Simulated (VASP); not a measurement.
A run of VASP 6.6.1 is set up as follows.

INCAR

```
SYSTEM = Ti12B
PREC = Accurate
ENCUT = 520
EDIFF = 1E-6
ISMEAR = 0
SIGMA = 0.1
LREAL = .FALSE.
LASPH = .TRUE.
NELM = 100
ALGO = Normal
ISIF = 2
LWAVE = .FALSE.
LCHARG = .FALSE.
LDIPOL = .TRUE.
IDIPOL = 3
DIPOL = 0.5 0.5 0.327
GGA = PE
NBANDS = 86
```

Contents of KPOINTS:

```
Automatic mesh
0
G
  6 6 1
  0 0 0
```

POSCAR

```
Ti12B
1.0
    5.8150893888      0.0000000000      0.0000000000
   -2.9075446944      5.0360151360      0.0000000000
    0.0000000000      0.0000000000     19.9935258287
Ti B
12 1
Direct
    0.3333333333      0.1666666666      0.2000647627
    0.3333333333      0.6666666666      0.2000647627
    0.8333333333      0.1666666666      0.2000647627
    0.8333333333      0.6666666667      0.2000647627
    0.1666666667      0.3333333334      0.3124429309
    0.1666666667      0.8333333333      0.3124429309
    0.6666666667      0.3333333333      0.3124429309
    0.6666666667      0.8333333333      0.3124429309
    0.0000000000      0.0000000000      0.4248138073
    0.0000000000      0.5000000000      0.4248138073
    0.5000000000      0.0000000000      0.4248138073
    0.5000000000      0.5000000000      0.4248138073
    0.0000000000      0.2500000000      0.4984699818
```

Potentials or basis: VASP PAW PBE potentials, release 64 (Ti_sv, B).

Launch:

```console
$ cat potpaw_PBE.64/Ti_sv/POTCAR potpaw_PBE.64/B/POTCAR > POTCAR
$ mpirun -np 1 vasp_std > vasp.out
```

(1) Estimate the band gap on the k mesh.

(2) Estimate the largest force.

Results:

(1) zero (an odd number of electrons rules out a gap without spin polarisation).

(2) 1.429 eV/Å.
